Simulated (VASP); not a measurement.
Input of a VASP 6.6.1 run:

File INCAR:

```
PREC = Accurate ; ENCUT = 520
EDIFF = 1E-6 ; ISMEAR = 0
SIGMA = 0.05 ; LREAL = F
LASPH = T ; NELM = 80
ALGO = Normal ; ISIF = 2
LWAVE = F ; LCHARG = F
GGA = CA ; NBANDS = 17
```

KPOINTS

```
regular mesh
0
Gamma
  17 17 9
```

File POSCAR:

```
Pd
1.0
    2.7018455699     -0.0000000028      0.0000000000
   -1.3509227825      2.3398669021      0.0000000000
    0.0000000000      0.0000000000      4.4928372553
Pd
2
Direct
    0.6666666667      0.3333333333      0.7500000000
    0.3333333333      0.6666666667      0.2500000000
```

Potentials or basis: VASP PAW LDA potentials, release 64 (Pd).

The run is started by

```bash
$ cat potpaw_LDA.64/Pd/POTCAR > POTCAR
$ mpirun -np 1 vasp_std > vasp.out
```

(1) Predict the pressure.

(2) Estimate the band gap on the k mesh.

Answers

(1) 0.3 GPa.

(2) zero (band 10 reaches 10.47 eV, above the bottom of band 11 at 9.61 eV).
